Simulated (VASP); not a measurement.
Bi: relaxation of cell and atoms with PBE

Crystal: Bi.

```xyz
1
Lattice="-1.9276 1.9276 1.9276 1.9276 -1.9276 1.9276 1.9276 1.9276 -1.9276" Properties=species:S:1:pos:R:3 pbc="T T T"
Bi    0.0000    0.0000    0.0000
```

```
Program                : VASP 6.6.1
Task                   : relaxation of cell and atoms
Functional             : PBE
Potentials or basis    : VASP PAW PBE potentials, release 64 (Bi_d)
Cutoff                 : 600 eV
k mesh                 : 14 × 14 × 14
Occupations            : fermi-dirac, width 0.08 eV
Spin                   : no spin polarisation
Target pressure        : 6.3 GPa
Dipole correction      : no
Further INCAR settings : ALGO = Normal; EDIFF = 1e-07; IBRION = 2; EDIFFG = -0.005; NSW = 32; ISIF = 3
```

```json
{"Pressure after relaxing": "6.3 GPa"}
```

Final structure:
```
Bi
1.0
    -1.92756    1.92756    1.92756
     1.92756   -1.92756    1.92756
     1.92756    1.92756   -1.92756
Bi
1
Cartesian
  0.0000 0.0000 0.0000
```

Levels at points of the mesh, in eV from the Fermi level:
```csv
k point,band 3,band 4,band 5,band 6,band 7,band 8,band 9,band 10,band 11
"(0.00, 0.00, 0.00)",-23.08,-22.91,-22.91,-14.09,5.79,5.79,5.79,10.48,10.53
"(0.50, 0.00, 0.00)",-22.92,-22.92,-22.80,-10.55,-5.53,1.78,3.73,6.32,7.83
"(0.50, 0.50, 0.50)",-22.83,-22.83,-22.83,-8.04,-1.95,-1.95,-1.95,3.49,3.49
```

Run time: 29 s on 1 thread of AMD EPYC 9R14 (Zen 4), with other jobs on the host, peak memory 0.15 GiB.

Caveat: the relaxation stopped at its first step, so nothing moved; the cell is relaxed towards a set pressure, so the enthalpy falls and the energy may rise; spin-orbit coupling is left out, which moves the levels of the heavy elements.
